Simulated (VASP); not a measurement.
# AlAs (F-43m) in VASP: further runs

The runs below take AlAs through single point, with r2SCAN, HSE06, PBE0.

Program: VASP 6.6.1. These are calculated values, not measurements. Logs are shortened: lines on timing, memory, paths and dates and some standing lists are left out, and cuts for length are marked.

### 1 The cell of the first run

The structure is cubic, space group F-43m (No. 216). The conventional cell has a = 5.678 Å, b = 5.678 Å, c = 5.678 Å, α = 90.00°, β = 90.00°, γ = 90.00°. Al (site symmetry -43m) has 4 As at 2.46 Å within 3.2 Å. Within 3.2 Å of As (site symmetry -43m) lie 4 Al at 2.46 Å.

### 2 Single point, r2SCAN

POSCAR reads:

```
AlAs
1.0
    0.0000000000      2.8389248736      2.8389248736
    2.8389248736      0.0000000000      2.8389248736
    2.8389248736      2.8389248736      0.0000000000
Al As
1 1
Direct
    0.0000000000      0.0000000000      0.0000000000
    0.7500000000      0.7500000000      0.7500000000
```

INCAR.step1 reads:

```
PREC = Accurate
ENCUT = 550
ISMEAR = 0
SIGMA = 0.01
LREAL = F
LASPH = T
NELM = 120
NBANDS = 11
GGA = PE
ALGO = Normal
EDIFF = 1E-5
LWAVE = T
LCHARG = F
GGA_COMPAT = F
```

INCAR.step2 reads:

```
PREC = Accurate
ENCUT = 550
EDIFF = 1E-6
ISMEAR = 0
SIGMA = 0.01
LREAL = F
LASPH = T
NELM = 120
ALGO = Normal
ISIF = 2
LWAVE = F
LCHARG = F
METAGGA = R2SCAN
LMIXTAU = T
NBANDS = 11
ISTART = 1
GGA_COMPAT = F
```

KPOINTS reads:

```
regular mesh
0
Gamma
  6 6 6
```

Potentials or basis: VASP PAW PBE potentials, release 64 (Al, As).

Run with:

```bash
> cat potpaw_PBE.64/Al/POTCAR potpaw_PBE.64/As/POTCAR > POTCAR
> cp INCAR.step1 INCAR
> mpirun -np 1 vasp_std > vasp.out
> cp INCAR.step2 INCAR
> mpirun -np 1 vasp_std > vasp.out
```

OUTCAR:

```text
PREC = Accurate
   ENCUT = 550
   EDIFF = 1E-6
   ISMEAR = 0
   LREAL = F
   LASPH = T
   NELM = 120
   ISIF = 2
   METAGGA = R2SCAN
   ISTART = 1

 ion  position               nearest neighbor table
   1  0.000  0.000  0.000-   2 2.46   2 2.46   2 2.46   2 2.46
   2  0.750  0.750  0.750-   1 2.46   1 2.46   1 2.46   1 2.46

  LATTYP: Found a face centered cubic cell.
 ALAT       =     5.6778497472

  Lattice vectors:

 A1 = (   0.0000000000,   2.8389248736,   2.8389248736)
 A2 = (   2.8389248736,   0.0000000000,   2.8389248736)
 A3 = (   2.8389248736,   2.8389248736,   0.0000000000)

Analysis of symmetry for initial positions (statically):
=====================================================================
 Subroutine PRICEL returns:
 Original cell was already a primitive cell.

 Routine SETGRP: Setting up the symmetry group for a
 face centered cubic supercell.

 Subroutine GETGRP returns: Found 24 space group operations
 (whereof 24 operations were pure point group operations)
 out of a pool of 48 trial point group operations.

The static configuration has the point symmetry T_d .

Analysis of symmetry for dynamics (positions and initial velocities):
=====================================================================
 Subroutine PRICEL returns:
 Original cell was already a primitive cell.

 Routine SETGRP: Setting up the symmetry group for a
 face centered cubic supercell.

 Subroutine GETGRP returns: Found 24 space group operations
 (whereof 24 operations were pure point group operations)
 out of a pool of 48 trial point group operations.

The dynamic configuration has the point symmetry T_d .

 Subroutine INISYM returns: Found 24 space group operations
 (whereof 24 operations are pure point group operations),
 and found     1 'primitive' translations

----------------------------------------------------------------------------------------

                                     Primitive cell

  volume of cell :      45.7606

  direct lattice vectors                    reciprocal lattice vectors
     0.000000000  2.838924874  2.838924874    -0.176123012  0.176123012  0.176123012
     2.838924874  0.000000000  2.838924874     0.176123012 -0.176123012  0.176123012
     2.838924874  2.838924874  0.000000000     0.176123012  0.176123012 -0.176123012

  length of vectors
     4.014846059  4.014846059  4.014846059     0.305054005  0.305054005  0.305054005

  position of ions in fractional coordinates (direct lattice)
     0.000000000  0.000000000  0.000000000
     0.750000000  0.750000000  0.750000000

  ion indices of the primitive-cell ions
   primitive index   ion index
                 1           1
                 2           2

----------------------------------------------------------------------------------------

 KPOINTS: regular mesh

Automatic generation of k-mesh.
 Grid dimensions read from file:
 generate k-points for:    6    6    6

 Generating k-lattice:

  Cartesian coordinates                     Fractional coordinates (reciprocal lattice)
    -0.029353835  0.029353835  0.029353835     0.166666667  0.000000000  0.000000000
     0.029353835 -0.029353835  0.029353835     0.000000000  0.166666667  0.000000000
     0.029353835  0.029353835 -0.029353835     0.000000000  0.000000000  0.166666667

  Length of vectors
     0.050842334  0.050842334  0.050842334

  Shift w.r.t. Gamma in fractional coordinates (k-lattice)
     0.000000000  0.000000000  0.000000000

 Subroutine IBZKPT returns following result:
 ===========================================

 Found     16 irreducible k-points:

 Following reciprocal coordinates:
            Coordinates               Weight
  0.000000  0.000000  0.000000      1.000000
  0.166667  0.000000  0.000000      8.000000
  0.333333  0.000000  0.000000      8.000000
  0.500000  0.000000  0.000000      4.000000
  0.166667  0.166667  0.000000      6.000000
  0.333333  0.166667  0.000000     24.000000
[... 8 lines left out ...]
 -0.333333  0.333333  0.166667     24.000000
 -0.333333  0.500000  0.166667     12.000000
   k-points           NKPTS =     16   k-points in BZ     NKDIM =     16   number of bands    NBANDS=     11
   number of dos      NEDOS =    301   number of ions     NIONS =      2
   total plane-waves  NPLWV =  32768
   dimension x,y,z NGX =    32 NGY =   32 NGZ =   32
   dimension x,y,z NGXF=    64 NGYF=   64 NGZF=   64
   ions per type =               1   1
   NGX,Y,Z   is equivalent  to a cutoff of  13.25, 13.25, 13.25 a.u.
   NGXF,Y,Z  is equivalent  to a cutoff of  26.50, 26.50, 26.50 a.u.
 SYSTEM =  unknown system
   PREC   = accura    normal or accurate (medium, high low for compatibility)
   ISTART =      1    job   : 0-new  1-cont  2-samecut
   ICHARG =      0    charge: 1-file 2-atom 10-const
   ISPIN  =      1    spin polarized calculation?
   LNONCOLLINEAR =      F non collinear calculations
   LSORBIT =      F    spin-orbit coupling
   LASPH  =      T    aspherical Exc in radial PAW
   ENCUT  =  550.0 eV  40.42 Ry    6.36 a.u.   7.68  7.68  7.68*2*pi/ulx,y,z
   NELM   =    120;   NELMIN=  2; NELMDL=  0     # of ELM steps
   EDIFF  = 0.1E-05   stopping-criterion for ELM
   LREAL  =      F    real-space projection
   EDIFFG = 0.1E-04   stopping-criterion for IOM
   NSW    =      0    number of steps for IOM
   IBRION =     -1    ionic relax: 0-MD 1-quasi-New 2-CG
   NFREE  =      0    steps in history (QN), initial steepest desc. (CG)
   ISIF   =      2    stress and relaxation
   ISYM   =      2    0-nonsym 1-usesym 2-fastsym
   POTIM  = 0.5000    time-step for ionic-motion
   TEBEG  =    0.0;   TEEND  =   0.0 temperature during run
   PSTRESS=    0.0 pullay stress
   NELECT =       8.0000    total number of electrons
   NUPDOWN=      -1.0000    fix difference up-down
   EMIN   =  10.00;   EMAX   =-10.00  energy-range for DOS
   EFERMI =   0.00;   METHOD = LEGACY
   ISMEAR =     0;   SIGMA  =   0.01  broadening in eV -4-tet -1-fermi 0-gaus
   EFERMI_NEDOS =   21; number of points for ismear=-14 and -15
   IALGO  =     38    algorithm
   IMIX   =      4    mixing-type and parameters
     AMIX     =   0.40;   BMIX     =  1.00
     AMIX_MAG =   1.60;   BMIX_MAG =  1.00
  volume/ion in A,a.u.               =      22.88       154.40
  Fermi-wavevector in a.u.,A,eV,Ry     =   0.915393  1.729842 11.400925  0.837944
  Thomas-Fermi vector in A             =   2.040129
   LORBIT       =      0    0 simple, 1 ext, 2 COOP (PROOUT), +10 PAW based schemes
   METAGGA = R2SCAN    functional components
   LHFCALC =     F    Hartree Fock is set to
   AEXX    =    0.0000 exact exchange contribution
   IVDW    =     0    specifies the selected vdW correction
   LEPSILON=     F    determine dielectric tensor
   LRPA    =     F    only Hartree local field effects (RPA)
 non-spin polarized calculation
 Gauss-broadening in eV      SIGMA  =   0.01
  energy-cutoff  :      550.00
  volume of cell :       45.76
 maximum number of plane-waves:      1363
   NGX = 15   NGY = 15   NGZ = 15

 number of electron       8.0000001 magnetization

 Free energy of the ion-electron system (eV)
  ---------------------------------------------------
  ext. energy  EPLUGINS =         0.00000000
  ---------------------------------------------------
  free energy    TOTEN  =       -22.68705204 eV

  energy without entropy =      -22.68705204  energy(sigma->0) =      -22.68705204

 E-fermi :   3.6562     XC(G=0):  -9.4112

 val. band max:        3.5927757283   @ k =   0.0000   0.0000   0.0000
 cond. band min:       5.3957858763   @ k =   0.5000   0.5000   0.0000
 fundamental gap:      1.8030101480
 Fermi energy:         3.6561549329

 k-point     1 :       0.0000    0.0000    0.0000
  band No.  band energies     occupation
      1      -8.6745      2.00000
      2       3.5928      2.00000
      3       3.5928      2.00000
      4       3.5928      2.00000
      5       6.2227      0.00000
      6       8.2847      0.00000
      7       8.2847      0.00000
      8       8.2847      0.00000
      9      13.0937      0.00000
     10      13.0937      0.00000
     11      13.2792      0.00000

 k-point     2 :       0.1667    0.0000    0.0000
  band No.  band energies     occupation
      1      -8.3966      2.00000
      2       1.5240      2.00000
      3       3.3265      2.00000
      4       3.3265      2.00000
      5       6.9137      0.00000
      6       8.7358      0.00000
      7       8.7358      0.00000
      8       9.2772      0.00000
      9      12.3352      0.00000
     10      12.3352      0.00000
     11      14.1178      0.00000

 k-point     3 :       0.3333    0.0000    0.0000
  band No.  band energies     occupation
      1      -7.6951      2.00000
      2      -0.9487      2.00000
      3       2.9155      2.00000
      4       2.9155      2.00000
      5       6.4358      0.00000
      6       8.8772      0.00000
      7       8.8772      0.00000
      8      11.6951      0.00000
      9      13.2080      0.00000
     10      13.2080      0.00000
     11      13.7056      0.00000

 k-point     4 :       0.5000    0.0000    0.0000
  band No.  band energies     occupation
      1      -7.2089      2.00000
      2      -2.0641      2.00000
      3       2.7481      2.00000
      4       2.7481      2.00000
      5       6.2048      0.00000
      6       8.6878      0.00000
      7       8.6878      0.00000
      8      11.9695      0.00000
      9      15.5847      0.00000
     10      15.9109      0.00000
     11      15.9109      0.00000

 k-point     5 :       0.1667    0.1667    0.0000
  band No.  band energies     occupation
      1      -8.3026      2.00000
      2       1.6367      2.00000
      3       2.8008      2.00000
      4       2.8008      2.00000
      5       7.2866      0.00000
      6       8.0309      0.00000
      7       9.6609      0.00000
      8       9.6609      0.00000
      9      11.0468      0.00000
     10      13.6085      0.00000
     11      15.0885      0.00000
[... 99 lines left out ...]
 k-point    13 :       0.5000    0.5000    0.0000
  band No.  band energies     occupation
      1      -6.6392      2.00000
      2      -1.9172      2.00000
      3       1.3706      2.00000
      4       1.3706      2.00000
      5       5.3958      0.00000
      6       6.2742      0.00000
      7      14.7025      0.00000
      8      14.7025      0.00000
      9      16.1960      0.00000
     10      16.7882      0.00000
     11      16.7882      0.00000

 k-point    14 :       0.5000    0.3333    0.1667
  band No.  band energies     occupation
      1      -7.1518      2.00000
      2      -1.0944      2.00000
      3       0.8415      2.00000
      4       1.9278      2.00000
      5       7.6627      0.00000
      6       8.6058      0.00000
      7       9.2234      0.00000
      8      12.0918      0.00000
      9      13.4760      0.00000
     10      15.0216      0.00000
     11      17.3835      0.00000

 k-point    15 :      -0.3333    0.3333    0.1667
  band No.  band energies     occupation
      1      -6.7814      2.00000
      2      -1.5958      2.00000
      3       0.3826      2.00000
      4       1.5426      2.00000
      5       7.9240      0.00000
      6       8.6565      0.00000
      7      10.8185      0.00000
      8      11.5674      0.00000
      9      12.5493      0.00000
     10      15.8415      0.00000
     11      17.0828      0.00000

 k-point    16 :      -0.3333    0.5000    0.1667
  band No.  band energies     occupation
      1      -6.6153      2.00000
      2      -1.6681      2.00000
      3       0.6090      2.00000
      4       0.8768      2.00000
      5       7.1491      0.00000
      6       8.1336      0.00000
      7      11.3001      0.00000
      8      11.9837      0.00000
      9      14.9522      0.00000
     10      16.5505      0.00000
     11      16.9988      0.00000

------------------------ aborting loop because EDIFF is reached ----------------------------------------

  FORCE on cell =-STRESS in cart. coord.  units (eV):
  Direction    XX          YY          ZZ          XY          YZ          ZX
  --------------------------------------------------------------------------------------
  -------------------------------------------------------------------------------------
  Total       -0.0070240     -0.0070240     -0.0070240      0.0000000      0.0000000     -0.0000000
  in kB       -0.2459243     -0.2459243     -0.2459243      0.0000000      0.0000000     -0.0000000
  external PRESSURE =      -0.2459243 kB  Pullay stress =       0.0000000 kB

 VOLUME and BASIS-vectors are now :
 -----------------------------------------------------------------------------
  energy-cutoff  :      550.00
  volume of cell :       45.76
      direct lattice vectors                 reciprocal lattice vectors
     0.000000000  2.838924874  2.838924874    -0.176123012  0.176123012  0.176123012
     2.838924874  0.000000000  2.838924874     0.176123012 -0.176123012  0.176123012
     2.838924874  2.838924874  0.000000000     0.176123012  0.176123012 -0.176123012

 POSITION                                       TOTAL-FORCE (eV/Angst)
 -----------------------------------------------------------------------------------
      0.00000      0.00000      0.00000        -0.000000     -0.000000     -0.000000
      4.25839      4.25839      4.25839         0.000000      0.000000      0.000000
 -----------------------------------------------------------------------------------
    total drift:                               -0.000000     -0.000000     -0.000000

  FREE ENERGIE OF THE ION-ELECTRON SYSTEM (eV)
  ---------------------------------------------------
  free  energy   TOTEN  =       -22.6870520390 eV

  energy  without entropy=      -22.6870520390  energy(sigma->0) =      -22.68705204
```

It took 67 s on 1 thread of Intel Xeon 8259CL, shared host; peak memory 0.18 GiB.

What came out:

```yaml
Free_energy: -22.6871 eV
Pressure: 0.0 GPa
Band_gap_on_the_k_mesh: 1.80 eV (least direct gap 2.63 eV)
```

Levels at points of the mesh, in eV from the valence-band top:
```csv
k point,band 1,band 2,band 3,band 4,band 5,band 6,band 7,band 8
"(0.00, 0.00, 0.00)",-12.27,0.00,0.00,0.00,2.63,4.69,4.69,4.69
"(0.50, 0.00, 0.00)",-10.80,-5.66,-0.84,-0.84,2.61,5.09,5.09,8.38
"(0.50, 0.50, 0.00)",-10.23,-5.51,-2.22,-2.22,1.80,2.68,11.11,11.11
```

Caveat: the PAW data sets were made with another functional, which shifts forces and pressure a little. A k mesh can miss the band edges.

### 3 Single point, HSE06

POSCAR is that of step 2.

INCAR.step1 reads:

```
  PREC = Accurate
  ENCUT = 400
  EDIFF = 1E-5
  ISMEAR = 0
  SIGMA = 0.01
  LREAL = False
  LASPH = True
  NELM = 120
  ALGO = Normal
  ISIF = 2
  LWAVE = True
  LCHARG = False
  NBANDS = 11
  GGA = PE
  GGA_COMPAT = False
```

INCAR.step2 reads:

```
  PREC = Accurate
  ENCUT = 400
  EDIFF = 1E-6
  ISMEAR = 0
  SIGMA = 0.01
  LREAL = False
  LASPH = True
  NELM = 120
  ALGO = Normal
  ISIF = 2
  LWAVE = False
  LCHARG = False
  GGA = PE
  LHFCALC = True
  HFSCREEN = 0.2079
  PRECFOCK = Normal
  NBANDS = 11
  ISTART = 1
  GGA_COMPAT = False
```

KPOINTS is that of step 2.

Potentials or basis: VASP PAW PBE potentials, release 64 (Al, As).

Run with:

```bash
> cat potpaw_PBE.64/Al/POTCAR potpaw_PBE.64/As/POTCAR > POTCAR
> cp INCAR.step1 INCAR
> mpirun -np 1 vasp_std > vasp.out
> cp INCAR.step2 INCAR
> mpirun -np 1 vasp_std > vasp.out
```

It took 18 min on 1 thread of Intel Xeon 8259CL, shared host; peak memory 0.27 GiB.

The run converged. Its results:

| Item | Value |
| --- | --- |
| Free energy | -10.9648 eV |
| Pressure | -0.1 GPa |
| Band gap on the k mesh | 2.10 eV (least direct gap 2.85 eV) |

Levels at points of the mesh, in eV from the valence-band top:
| k point | band 2 | band 3 | band 4 | band 5 | band 6 | band 7 |
| --- | --- | --- | --- | --- | --- | --- |
| (0.00, 0.00, 0.00) | 0.00 | 0.00 | 0.00 | 2.85 | 5.13 | 5.13 |
| (0.50, 0.00, 0.00) | -6.08 | -0.90 | -0.90 | 2.88 | 5.54 | 5.54 |
| (0.50, 0.50, 0.00) | -5.94 | -2.36 | -2.36 | 2.10 | 2.99 | 11.58 |

Caveat: the PAW data sets were made with another functional, which shifts forces and pressure a little.

(Part 1 of 2 ends here.)
